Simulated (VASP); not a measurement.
**TaN: electric field gradients with PBEsol**

Crystal: TaN.

```
Ta N
1.0
     2.95656    0.00000    0.00000
    -1.47828    2.56046    0.00000
     0.00000    0.00000    4.91800
Ta N
2 2
Direct
  0.00000 0.00000 0.00000
  0.00000 0.00000 0.50000
  0.33333 0.66667 0.25000
  0.66667 0.33333 0.75000
```

This cell differs from its parent crystal: equal xx and yy strain of -3 %.

```yaml
Program: VASP 6.6.1
Task: electric field gradients
Functional: PBEsol
Potentials_or_basis: VASP PAW PBE potentials, release 64 (Ta_pv, N)
Cutoff: 520 eV
k_mesh: 9 × 9 × 5
Occupations: fermi-dirac, width 0.01 eV
Spin: no spin polarisation
Dipole_correction: no
Further_INCAR_settings: ALGO = Normal; EDIFF = 1e-08; NBANDS = 24
```

The pressure is 82.1 GPa and the band gap on the k mesh is zero (band 16 reaches 11.02 eV, above the bottom of band 17 at 8.69 eV).

Stress tensor (GPa, compression positive):
```
 49.41   0.00   0.00
  0.00  49.41   0.00
  0.00   0.00 147.57
```

Levels at points of the mesh, in eV from the Fermi level:
| k point | band 14 | band 15 | band 16 | band 17 | band 18 | band 19 |
| --- | --- | --- | --- | --- | --- | --- |
| (0.00, 0.00, 0.00) | -3.58 | -3.58 | -1.61 | -1.61 | -0.66 | -0.66 |

Electric field gradients, principal values (V/Å²):
| atom | least | middle | greatest (by size) |
| --- | --- | --- | --- |
| 1 Ta | 96.346 | 96.347 | -192.693 |
| 2 Ta | 96.346 | 96.347 | -192.693 |
| 3 N | -1.759 | -1.762 | 3.521 |
| 4 N | -1.759 | -1.762 | 3.521 |

Run time: 15 s on 1 thread of Intel(R) Xeon(R) 6975P-C (Granite Rapids) (shared host), peak memory 0.17 GiB.

Caveat: the cell differs from its parent crystal (equal xx and yy strain of -3 %); without QUAD_EFG the Cq values of the log hold for a quadrupole moment of 1 mb, not for the nuclei; the PAW data sets were made with another functional, which shifts forces and pressure a little; spin-orbit coupling is left out, which moves the levels of the heavy elements.
